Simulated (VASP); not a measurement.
# BiTe (R-3m) in VASP: a series of runs, part 2 of 2

VASP 6.6.1.

### Step 4. Single point, PBE (strain +0.015 along x and y, +0.015 along z)

File INCAR:

```
PREC = Accurate ; ENCUT = 520
EDIFF = 1E-6 ; ISMEAR = 0
SIGMA = 0.15 ; LREAL = F
LASPH = T ; NELM = 80
ALGO = Normal ; ISIF = 2
LWAVE = F ; LCHARG = T
GGA = PE ; LELF = T
LVHAR = T ; NBANDS = 18
```

File KPOINTS:

```
Automatic mesh
0
Gamma
  12 12 12
```

File POSCAR:

```
BiTe
1.0
    2.4590483894      1.4197322496      3.3670513338
   -2.4590483894      1.4197322496      3.3670513338
    0.0000000000     -2.8394644991      3.3670513338
Bi Te
1 1
Direct
    0.5000000000      0.5000000000      0.5000000000
    0.0000000000      0.0000000000      0.0000000000
```

Potentials or basis: VASP PAW PBE potentials, release 64 (Bi_d, Te).

Run with:

```sh
$ cat potpaw_PBE.64/Bi_d/POTCAR potpaw_PBE.64/Te/POTCAR > POTCAR
$ mpirun -np 1 vasp_std > vasp.out
```

OUTCAR:

```text
PREC = Accurate
   ENCUT = 520
   EDIFF = 1E-6
   ISMEAR = 0
   LREAL = F
   LASPH = T
   NELM = 80
   ISIF = 2
   GGA = PE

 ion  position               nearest neighbor table
   1  0.500  0.500  0.500-   2 3.30   2 3.30   2 3.30   2 3.30   2 3.30   2 3.30
   2  0.000  0.000  0.000-   1 3.30   1 3.30   1 3.30   1 3.30   1 3.30   1 3.30

  LATTYP: Found a trigonal (rhomboedric) cell.
 ALAT       =     4.4044969436
 COS(alpha) =     0.3765932224

  Lattice vectors:

[... 191 lines left out ...]
      4     -17.0614      2.00000
      5     -17.0507      2.00000
      6      -7.0438      2.00000
[... 481 lines left out ...]
      5     -17.0475      2.00000
      6      -5.2599      2.00000
[... 10 lines left out ...]
     17      15.0653      0.00000
     18      15.7680      0.00000

 [... further k-points ...]
[... 5 lines left out ...]
  --------------------------------------------------------------------------------------
  -------------------------------------------------------------------------------------
  Total       -0.9824061     -0.9824061     -0.7027466      0.0000000     -0.0000000      0.0000000
  in kB      -22.3165545    -22.3165545    -15.9637460      0.0000000     -0.0000000      0.0000000
  external PRESSURE =     -20.1989517 kB  Pullay stress =       0.0000000 kB

 VOLUME and BASIS-vectors are now :
 -----------------------------------------------------------------------------
  energy-cutoff  :      520.00
  volume of cell :       70.53
      direct lattice vectors                 reciprocal lattice vectors
     2.459048389  1.419732250  3.367051334     0.203330688  0.117393027  0.098998590
    -2.459048389  1.419732250  3.367051334    -0.203330688  0.117393027  0.098998590
     0.000000000 -2.839464499  3.367051334     0.000000000 -0.234786055  0.098998590

 POSITION                                       TOTAL-FORCE (eV/Angst)
 -----------------------------------------------------------------------------------
      0.00000      0.00000      5.05058         0.000000     -0.000000      0.000000
      0.00000      0.00000      0.00000         0.000000      0.000000     -0.000000
 -----------------------------------------------------------------------------------
    total drift:                               -0.000000     -0.000000      0.000000

  FREE ENERGIE OF THE ION-ELECTRON SYSTEM (eV)
  ---------------------------------------------------
  free  energy   TOTEN  =        -7.1687616491 eV

  energy  without entropy=       -7.1528911137  energy(sigma->0) =       -7.16082638
```

OSZICAR:

```text
N       E                     dE             d eps       ncg     rms          rms(c)
DAV:   1     0.156891211737E+03    0.15689E+03   -0.99021E+03  6820   0.111E+03
DAV:   2     0.490443216861E+01   -0.15199E+03   -0.14791E+03  7348   0.300E+02
DAV:   3    -0.687574164340E+01   -0.11780E+02   -0.11667E+02  8320   0.880E+01
DAV:   4    -0.720560748363E+01   -0.32987E+00   -0.32949E+00  8598   0.159E+01
DAV:   5    -0.721850946679E+01   -0.12902E-01   -0.12901E-01  9244   0.292E+00    0.539E+00
DAV:   6    -0.716440913254E+01    0.54100E-01   -0.18539E-01  9652   0.241E+00    0.333E+00
DAV:   7    -0.716827989743E+01   -0.38708E-02   -0.34155E-02  7714   0.894E-01    0.859E-01
DAV:   8    -0.716861705546E+01   -0.33716E-03   -0.41671E-03  7984   0.436E-01    0.153E-01
DAV:   9    -0.716875845455E+01   -0.14140E-03   -0.55618E-04  8176   0.142E-01    0.566E-02
DAV:  10    -0.716876047160E+01   -0.20171E-05   -0.30725E-05  8676   0.318E-02    0.391E-02
DAV:  11    -0.716876317263E+01   -0.27010E-05   -0.35466E-05  8282   0.472E-02    0.613E-03
DAV:  12    -0.716876175508E+01    0.14176E-05   -0.73399E-06  8416   0.221E-02    0.432E-03
DAV:  13    -0.716876164910E+01    0.10598E-06   -0.50444E-07  3910   0.581E-03
   1 F= -.71687616E+01 E0= -.71608264E+01  d E =-.158705E-01
```

stdout:

```text
POSCAR found type information on POSCAR BiTe
 POSCAR found :  2 types and       2 ions
 scaLAPACK will be used
 LDA part: xc-table for (Slater+PW92), standard interpolation
 POSCAR, INCAR and KPOINTS ok, starting setup
 FFT: planning ... GRIDC
 FFT: planning ... GRID_SOFT
 FFT: planning ... GRID
 WAVECAR not read
 entering main loop
```

Run time: 2.1 min. Hardware: 1 thread of AMD EPYC 9R45 (Zen 5), shared host; peak memory 0.35 GiB.

What came out:

| Quantity | Value |
| --- | --- |
| Free energy | -7.1688 eV |
| Pressure | -2.0 GPa |

Caveat: the cell differs from its parent crystal (strain +0.015 along x and y, +0.015 along z); spin-orbit coupling is left out, which moves the levels of the heavy elements.

### Step 5. Single point, PBE (strain +0.030 along x and y, +0.000 along z)

File INCAR:

```
SYSTEM = BiTe
PREC = Accurate
ENCUT = 520
EDIFF = 1E-7
ISMEAR = 0
SIGMA = 0.15
LREAL = .FALSE.
LASPH = .TRUE.
NELM = 60
ALGO = Normal
ISIF = 2
LWAVE = .FALSE.
LCHARG = .FALSE.
GGA = PE
NBANDS = 18
```

File KPOINTS:

```
Automatic mesh
0
G
  12 12 12
  0 0 0
```

File POSCAR:

```
BiTe
1.0
    2.4953890060      1.4407135143      3.3172919545
   -2.4953890060      1.4407135143      3.3172919545
    0.0000000000     -2.8814270287      3.3172919545
Bi Te
1 1
Direct
    0.5000000000      0.5000000000      0.5000000000
    0.0000000000      0.0000000000      0.0000000000
```

Potentials or basis: VASP PAW PBE potentials, release 64 (Bi_d, Te).

Run with:

```sh
$ cat potpaw_PBE.64/Bi_d/POTCAR potpaw_PBE.64/Te/POTCAR > POTCAR
$ mpirun -np 1 vasp_std > vasp.out
```

OUTCAR:

```text
SYSTEM = BiTe
   PREC = Accurate
   ENCUT = 520
   EDIFF = 1E-7
   ISMEAR = 0
   LREAL = .FALSE.
   LASPH = .TRUE.
   NELM = 60
   ISIF = 2
   GGA = PE

 ion  position               nearest neighbor table
   1  0.500  0.500  0.500-   2 3.32   2 3.32   2 3.32   2 3.32   2 3.32   2 3.32
   2  0.000  0.000  0.000-   1 3.32   1 3.32   1 3.32   1 3.32   1 3.32   1 3.32

  LATTYP: Found a trigonal (rhomboedric) cell.
 ALAT       =     4.3939785654
 COS(alpha) =     0.3549540655

  Lattice vectors:

 A1 = (   2.4953890060,   1.4407135143,   3.3172919545)
 A2 = (  -2.4953890060,   1.4407135143,   3.3172919545)
 A3 = (   0.0000000000,  -2.8814270287,   3.3172919545)

Analysis of symmetry for initial positions (statically):
=====================================================================
 Subroutine PRICEL returns:
 Original cell was already a primitive cell.

 Routine SETGRP: Setting up the symmetry group for a
 trigonal (rhombohedral) supercell.

 Subroutine GETGRP returns: Found 12 space group operations
 (whereof 12 operations were pure point group operations)
 out of a pool of 12 trial point group operations.

The static configuration has the point symmetry D_3d.

Analysis of symmetry for dynamics (positions and initial velocities):
=====================================================================
 Subroutine PRICEL returns:
 Original cell was already a primitive cell.

 Routine SETGRP: Setting up the symmetry group for a
 trigonal (rhombohedral) supercell.

 Subroutine GETGRP returns: Found 12 space group operations
 (whereof 12 operations were pure point group operations)
 out of a pool of 12 trial point group operations.

The dynamic configuration has the point symmetry D_3d.

 Subroutine INISYM returns: Found 12 space group operations
 (whereof 12 operations are pure point group operations),
 and found     1 'primitive' translations

[... 107 lines left out ...]
   EMIN   =  10.00;   EMAX   =-10.00  energy-range for DOS
   EFERMI =   0.00;   METHOD = LEGACY
   ISMEAR =     0;   SIGMA  =   0.15  broadening in eV -4-tet -1-fermi 0-gaus
   EFERMI_NEDOS =   21; number of points for ismear=-14 and -15
   IALGO  =     38    algorithm
   IMIX   =      4    mixing-type and parameters
     AMIX     =   0.40;   BMIX     =  1.00
     AMIX_MAG =   1.60;   BMIX_MAG =  1.00
  volume/ion in A,a.u.               =      35.78       241.44
  Fermi-wavevector in a.u.,A,eV,Ry     =   1.087922  2.055874 16.103498  1.183574
  Thomas-Fermi vector in A             =   2.224092
   LORBIT       =      0    0 simple, 1 ext, 2 COOP (PROOUT), +10 PAW based schemes
   GGA     = PE    functional components
   LHFCALC =     F    Hartree Fock is set to
   AEXX    =    0.0000 exact exchange contribution
   IVDW    =     0    specifies the selected vdW correction
   LEPSILON=     F    determine dielectric tensor
   LRPA    =     F    only Hartree local field effects (RPA)
 non-spin polarized calculation
 Gauss-broadening in eV      SIGMA  =   0.15
  energy-cutoff  :      520.00
  volume of cell :       71.56
 maximum number of plane-waves:      1945
 NGX is ok and might be reduce to    36
   NGX = 17   NGY = 17   NGZ = 17

 number of electron      20.9999996 magnetization

 Free energy of the ion-electron system (eV)
  ---------------------------------------------------
  ext. energy  EPLUGINS =         0.00000000
  ---------------------------------------------------
  free energy    TOTEN  =        -7.14453951 eV

  energy without entropy =       -7.12955477  energy(sigma->0) =       -7.13704714

 E-fermi :   5.9488     XC(G=0):  -9.2226

 val. band max:        5.9443394523   @ k =  -0.4167   0.1667   0.1667
 cond. band min:       5.9496036068   @ k =  -0.4167   0.1667   0.0000
 fundamental gap:      0.0052641545
 Fermi energy:         5.9487605138

 k-point     1 :       0.0000    0.0000    0.0000
  band No.  band energies     occupation
      1     -17.2610      2.00000
      2     -17.2610      2.00000
      3     -17.2473      2.00000
      4     -17.2473      2.00000
      5     -17.2362      2.00000
      6      -7.1043      2.00000
[... 481 lines left out ...]
      5     -17.2337      2.00000
      6      -5.3740      2.00000
[... 10 lines left out ...]
     17      14.7411      0.00000
     18      15.7613      0.00000

 [... further k-points ...]
[... 5 lines left out ...]
  --------------------------------------------------------------------------------------
  -------------------------------------------------------------------------------------
  Total       -1.4673539     -1.4673539     -0.8189684      0.0000000      0.0000000      0.0000000
  in kB      -32.8544820    -32.8544820    -18.3369417      0.0000000      0.0000000      0.0000000
  external PRESSURE =     -28.0153019 kB  Pullay stress =       0.0000000 kB

 VOLUME and BASIS-vectors are now :
 -----------------------------------------------------------------------------
  energy-cutoff  :      520.00
  volume of cell :       71.56
      direct lattice vectors                 reciprocal lattice vectors
     2.495389006  1.440713514  3.317291954     0.200369561  0.115683420  0.100483568
    -2.495389006  1.440713514  3.317291954    -0.200369561  0.115683420  0.100483568
     0.000000000 -2.881427029  3.317291954     0.000000000 -0.231366840  0.100483568

 POSITION                                       TOTAL-FORCE (eV/Angst)
 -----------------------------------------------------------------------------------
      0.00000     -0.00000      4.97594        -0.000000     -0.000000      0.000000
      0.00000      0.00000      0.00000         0.000000      0.000000     -0.000000
 -----------------------------------------------------------------------------------
    total drift:                               -0.000000     -0.000000      0.000000

  FREE ENERGIE OF THE ION-ELECTRON SYSTEM (eV)
  ---------------------------------------------------
  free  energy   TOTEN  =        -7.1445395076 eV

  energy  without entropy=       -7.1295547737  energy(sigma->0) =       -7.13704714
```

OSZICAR:

```text
N       E                     dE             d eps       ncg     rms          rms(c)
DAV:   1     0.156391526348E+03    0.15639E+03   -0.97951E+03  6804   0.110E+03
DAV:   2     0.503047924855E+01   -0.15136E+03   -0.14754E+03  7268   0.300E+02
DAV:   3    -0.685636565865E+01   -0.11887E+02   -0.11771E+02  8334   0.887E+01
DAV:   4    -0.719232770754E+01   -0.33596E+00   -0.33561E+00  8792   0.159E+01
DAV:   5    -0.720405660878E+01   -0.11729E-01   -0.11728E-01  9124   0.272E+00    0.513E+00
DAV:   6    -0.714026173897E+01    0.63795E-01   -0.22130E-01  9780   0.257E+00    0.317E+00
DAV:   7    -0.714389564521E+01   -0.36339E-02   -0.34687E-02  7732   0.886E-01    0.922E-01
DAV:   8    -0.714439389557E+01   -0.49825E-03   -0.38934E-03  7860   0.424E-01    0.165E-01
DAV:   9    -0.714453383746E+01   -0.13994E-03   -0.60714E-04  8408   0.143E-01    0.558E-02
DAV:  10    -0.714453686468E+01   -0.30272E-05   -0.34437E-05  8272   0.327E-02    0.428E-02
DAV:  11    -0.714454215251E+01   -0.52878E-05   -0.49340E-05  8582   0.571E-02    0.890E-03
DAV:  12    -0.714453968194E+01    0.24706E-05   -0.11493E-05  8728   0.275E-02    0.433E-03
DAV:  13    -0.714453955814E+01    0.12380E-06   -0.87141E-07  8096   0.744E-03    0.274E-03
DAV:  14    -0.714453950756E+01    0.50576E-07   -0.68434E-08  4186   0.232E-03
   1 F= -.71445395E+01 E0= -.71370471E+01  d E =-.149847E-01
```

stdout:

```text
POSCAR found type information on POSCAR BiTe
 POSCAR found :  2 types and       2 ions
 scaLAPACK will be used
 LDA part: xc-table for (Slater+PW92), standard interpolation
 POSCAR, INCAR and KPOINTS ok, starting setup
 FFT: planning ... GRIDC
 FFT: planning ... GRID_SOFT
 FFT: planning ... GRID
 WAVECAR not read
 entering main loop
```

Run time: 2.3 min. Hardware: 1 thread of AMD EPYC 9R45 (Zen 5), shared host; peak memory 0.35 GiB.

What came out:

```
Free energy : -7.1445 eV
Pressure    : -2.8 GPa
```

Caveat: the cell differs from its parent crystal (strain +0.030 along x and y, +0.000 along z); spin-orbit coupling is left out, which moves the levels of the heavy elements.

### Step 6. Single point, PBE (strain +0.015 along x and y, +0.030 along z)

File INCAR:

```
SYSTEM = BiTe
ALGO     = Normal         ! electronic algorithm
EDIFF    = 1E-6           ! SCF threshold, eV
ENCUT    = 520            ! plane-wave cutoff, eV
GGA      = PE             ! functional
ISIF     = 2              ! what is computed and relaxed
ISMEAR   = 0              ! smearing method
LASPH    = .TRUE.         ! aspherical terms in the spheres
LCHARG   = .FALSE.        ! write CHGCAR
LREAL    = .FALSE.        ! projectors in reciprocal space
LWAVE    = .FALSE.        ! write WAVECAR
NBANDS   = 18             ! bands
NELM     = 80             ! most SCF steps
PREC     = Accurate       ! precision mode
SIGMA    = 0.15           ! smearing width, eV
```

File KPOINTS:

```
k-points
0
G
  12 12 12
  0 0 0
```

File POSCAR:

```
BiTe
1.0
    2.4590483894      1.4197322496      3.4168107131
   -2.4590483894      1.4197322496      3.4168107131
    0.0000000000     -2.8394644991      3.4168107131
Bi Te
1 1
Direct
    0.5000000000      0.5000000000      0.5000000000
    0.0000000000      0.0000000000      0.0000000000
```

Potentials or basis: VASP PAW PBE potentials, release 64 (Bi_d, Te).

Run with:

```sh
$ cat potpaw_PBE.64/Bi_d/POTCAR potpaw_PBE.64/Te/POTCAR > POTCAR
$ mpirun -np 1 vasp_std > vasp.out
```

Wall time 2 min (1 thread of AMD EPYC 9R45 (Zen 5), shared host); peak memory 0.35 GiB.

The run converged. Its results:

```
Free energy : -7.1571 eV
Pressure    : -2.4 GPa
```

Stress tensor (GPa, compression positive):
```
-2.63  0.00  0.00
 0.00 -2.63  0.00
 0.00  0.00 -2.08
```

Levels at points of the mesh, in eV from the Fermi level:
```csv
k point,band 7,band 8,band 9,band 10,band 11,band 12,band 13,band 14
"(0.00, 0.00, 0.00)",-8.45,-2.72,-2.72,-1.58,1.75,2.32,2.32,4.22
"(0.50, 0.00, 0.00)",-11.16,-1.77,-1.76,-1.11,-0.90,-0.54,0.20,6.73
"(0.50, 0.50, 0.00)",-9.97,-5.23,-4.16,-3.15,2.58,2.88,3.34,4.24
"(0.50, 0.50, 0.50)",-10.84,-2.17,-2.17,-2.11,-1.41,-1.09,-1.09,7.73
```

Caveat: the cell differs from its parent crystal (strain +0.015 along x and y, +0.030 along z); spin-orbit coupling is left out, which moves the levels of the heavy elements.

### Step 7. The runs side by side

| cell | gap on the mesh (eV) | pressure (GPa) |
| --- | --- | --- |
| a = 4.367 Å, angles 68.5°, 2 atoms | none | -1.6 |
| a = 4.357 Å, angles 69.9°, 2 atoms | none | -2.4 |
| a = 4.404 Å, angles 67.9°, 2 atoms | none | -2.0 |
| a = 4.394 Å, angles 69.2°, 2 atoms | none | -2.8 |
| a = 4.443 Å, angles 67.2°, 2 atoms | none | -2.4 |

Alike in all rows: task single point; level PBE; potentials or basis VASP PAW PBE potentials, release 64 (Bi_d, Te); no spin polarisation; k mesh 12 × 12 × 12; cutoff (eV) 520; smearing gaussian 0.15 eV.

Caveats: spin-orbit coupling is left out, which moves the levels of the heavy elements.

Absolute energies hang on the potentials; compare differences alone.
